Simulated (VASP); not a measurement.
**ScF3: single point with LDA**

ScF3:

```xyz
4
Lattice="3.6915 0.0000 0.0000 0.0000 3.6915 0.0000 0.0000 0.0000 4.1729" Properties=species:S:1:pos:R:3 pbc="T T T"
Sc    0.0000    0.0000    0.0000
F     1.8457    0.0000    0.0000
F     0.0000    1.8457    0.0000
F     0.0000    0.0000    2.0865
```

This cell differs from its parent crystal: strain -0.080 along x and y, +0.040 along z.

| Item | Value |
| --- | --- |
| Program | VASP 6.6.1 |
| Task | single point |
| Functional | LDA |
| Potentials or basis | VASP PAW LDA potentials, release 64 (Sc_sv, F) |
| Cutoff | 520 eV |
| k mesh | 6 × 6 × 6 |
| Occupations | gaussian, width 0.05 eV |
| Spin | no spin polarisation |

```yaml
Pressure: 18.5 GPa
Band_gap_on_the_k_mesh: 6.38 eV, indirect (least direct gap 6.54 eV)
```

Stress tensor (GPa, compression positive):
```
32.42  0.00  0.00
 0.00 32.42  0.00
 0.00  0.00 -9.28
```

Levels at points of the mesh, in eV from the valence-band top:
```tsv
k point	band 14	band 15	band 16	band 17	band 18	band 19
(0.00, 0.00, 0.00)	-0.58	-0.15	-0.15	6.38	6.46	6.46
(0.50, 0.00, 0.00)	-0.69	-0.56	-0.13	6.54	7.88	7.94
(0.50, 0.50, 0.00)	-0.76	-0.54	-0.54	8.03	8.03	8.94
(0.00, 0.00, 0.50)	-1.25	-0.53	-0.53	6.40	7.19	7.19
(0.50, 0.00, 0.50)	-1.56	-0.49	-0.03	7.26	7.90	8.41
(0.50, 0.50, 0.50)	-0.76	0.00	0.00	8.52	8.52	8.99
```

Wall time 45 s on 1 thread of Intel(R) Xeon(R) Platinum 8259CL CPU @ 2.50GHz (Skylake/Cascade Lake) (shared host), peak memory 0.17 GiB.

Caveat: the cell differs from its parent crystal (strain -0.080 along x and y, +0.040 along z). A k mesh can miss the band edges.
